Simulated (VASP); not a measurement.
Wanted: the native input for a VASP 6.6.1 run.

| Property | Result |
| --- | --- |
| Task | single point |
| Functional | PBE0 |
| Potentials or basis | VASP PAW PBE potentials, release 64 (Zr_sv) |
| Cutoff | 520 eV |
| k mesh | 5 × 5 × 3 |
| Occupations | fermi-dirac, width 0.05 eV |
| Spin | no spin polarisation |
| Dipole correction | no |
| Grid for exact exchange (PRECFOCK) | Normal |
| Further INCAR settings | ALGO = Normal; EDIFF = 1e-06; NBANDS = 19 |
| Share of exact exchange | 0.25 |

The system is Zr.

```
CELL_PARAMETERS angstrom
3.27634 0.00000 0.00000
-1.63817 2.83739 0.00000
0.00000 0.00000 5.03840
ATOMIC_POSITIONS crystal
Zr 0.66667 0.33333 0.75000
Zr 0.33333 0.66667 0.25000
```

One way to write it, as run:

POSCAR

```
Zr
1.0
    3.2763397881      0.0000000000      0.0000000000
   -1.6381698941      2.8373934880      0.0000000000
    0.0000000000      0.0000000000      5.0383972401
Zr
2
Direct
    0.6666666667      0.3333333333      0.7500000000
    0.3333333333      0.6666666667      0.2500000000
```

INCAR.step1

```
ALGO = Normal ; EDIFF = 1E-5
ENCUT = 520 ; GGA = PE
ISIF = 2 ; ISMEAR = -1
LASPH = True ; LCHARG = False
LREAL = False ; LWAVE = True
NBANDS = 19 ; NELM = 100
PREC = Accurate ; SIGMA = 0.05
```

INCAR.step2

```
AEXX = 0.25 ; ALGO = Normal
EDIFF = 1E-6 ; ENCUT = 520
GGA = PE ; ISIF = 2
ISMEAR = -1 ; ISTART = 1
LASPH = True ; LCHARG = False
LHFCALC = True ; LREAL = False
LWAVE = False ; NBANDS = 19
NELM = 100 ; PREC = Accurate
PRECFOCK = Normal ; SIGMA = 0.05
```

KPOINTS

```
k-points
0
Gamma
  5 5 3
```

Potentials or basis: VASP PAW PBE potentials, release 64 (Zr_sv).

The run is started by

```bash
$ cat potpaw_PBE.64/Zr_sv/POTCAR > POTCAR
$ cp INCAR.step1 INCAR
$ mpirun -np 1 vasp_std > vasp.out
$ cp INCAR.step2 INCAR
$ mpirun -np 1 vasp_std > vasp.out
```

It gave:

```
Pressure               : -0.2 GPa
Band gap on the k mesh : zero (bands 12 and 13 overlap by 1.47 eV)
```

Caveat: the k points lie up to 0.44 Å⁻¹ apart, too coarse for converged energies and pressures of a metal; the PAW data sets were made with another functional, which shifts forces and pressure a little.

Wall time 43 min on 1 thread of AMD EPYC 7R43 64-Core Processor (Zen 3) (shared host), peak memory 0.13 GiB.
